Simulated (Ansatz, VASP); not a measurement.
# Two plane-wave programs on Fe

```
CELL_PARAMETERS angstrom
2.86600 0.00000 0.00000
0.00000 2.86600 0.00000
0.00000 0.00000 2.86600
ATOMIC_POSITIONS crystal
Fe 0.99302 0.00000 0.00000
Fe 0.52000 0.50000 0.50000
```

Alike in both runs: task single point; functional PBE; k mesh 2 × 2 × 2; non-collinear spin.

```csv
,VASP,Ansatz
version,VASP 6.6.1,Ansatz development build ahead of 0.2.0
potentials or method,"VASP PAW PBE potentials, release 64 (Fe)","PAW (an earlier, plane waves, scalar-relativistic"
plane-wave cutoff (eV),520,844
occupations,"fermi-dirac, width 0.272114 eV",fermi-dirac
```

|  | VASP | Ansatz | Ansatz less VASP |
| --- | --- | --- | --- |
| net moment per atom (μB) | 2.16 | 2.28 | +0.120 |
| size of the moment on the site where the two differ most (μB) | 2.27 | 2.16 | -0.108 |

The net moments are unlike, so the other rows may belong to different states. Site moments also hang on the region over which each program counts them. Ansatz's warnings: negative dielectric reading.

The k mesh is coarse, so the values compare programs but aren't converged.
